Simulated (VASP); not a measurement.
A run of VASP 6.6.1 is set up as follows.

The input POSCAR:

```
Sn
1.0
    3.7871474704      0.0000000000      0.0000000000
   -1.8935737352      3.2797659173      0.0000000000
    0.0000000000      0.0000000000     12.2142980722
Sn
4
Direct
    0.0000000000      0.0000000000      0.0000000000
    0.0000000000      0.0000000000      0.5000000000
    0.3333333333      0.6666666667      0.7500000000
    0.6666666667      0.3333333333      0.2500000000
```

File INCAR.step1:

```
SYSTEM = Sn
ALGO = Normal
EDIFF = 1E-5
EDIFFG = -0.005
ENCUT = 550
GGA = PE
GGA_COMPAT = .FALSE.
IBRION = 2
ISIF = 3
ISMEAR = 0
LASPH = .TRUE.
LCHARG = .FALSE.
LREAL = .FALSE.
LWAVE = .TRUE.
NELM = 120
NELMIN = 4
NSW = 100
PREC = Accurate
SIGMA = 0.1
```

The input INCAR.step2:

```
SYSTEM = Sn
ALGO = Normal
EDIFF = 1E-7
EDIFFG = -0.04
ENCUT = 550
GGA_COMPAT = .FALSE.
IBRION = 2
ISIF = 3
ISMEAR = 0
ISTART = 1
LASPH = .TRUE.
LCHARG = .FALSE.
LMIXTAU = .TRUE.
LREAL = .FALSE.
LWAVE = .FALSE.
METAGGA = R2SCAN
NELM = 120
NELMIN = 4
NSW = 90
PREC = Accurate
SIGMA = 0.1
```

File KPOINTS:

```
k-points
0
G
  6 6 2
  0 0 0
```

Potentials or basis: VASP PAW PBE potentials, release 64 (Sn_d).

Command:

```sh
$ cat potpaw_PBE.64/Sn_d/POTCAR > POTCAR
$ cp INCAR.step1 INCAR
$ mpirun -np 1 vasp_std > vasp.out
$ cp INCAR.step2 INCAR
$ mpirun -np 1 vasp_std > vasp.out
```

**Question.** Estimate the relaxed volume.

**Answer.** 27.18 Å³/atom.

**Question.** Estimate the space group after relaxing (to 0.1 Å).

**Answer.** P6_3/mmc (No. 194).

**Question.** Predict the relaxed cell.

**Answer.** a = 3.443 Å, b = 3.443 Å, c = 10.591 Å, α = 90.00°, β = 90.00°, γ = 120.00°.

Step by step:
| step | energy change (eV) | largest force (eV/Å) | pressure (GPa) | volume (Å³) |
| --- | --- | --- | --- | --- |
| 1 | 0.0000 | 0.0000 | -7.84 | 151.71 |
| 2 | -1.4158 | 0.0000 | -2.43 | 114.49 |
| 3 | -1.4645 | 0.0000 | 0.00 | 108.63 |
| 4 | -1.4638 | 0.0000 | 0.37 | 107.87 |
| 5 | -1.4657 | 0.0000 | -0.09 | 108.87 |
| 6 | -1.4658 | 0.0000 | -0.14 | 108.98 |
| 7 | -1.4666 | 0.0000 | -0.07 | 108.88 |
| 8 | -1.4671 | 0.0000 | 0.03 | 108.72 |

Caveat: the volume moved by over 15 % at a fixed basis, so the end points are rough; the PAW data sets were made with another functional, which shifts forces and pressure a little.
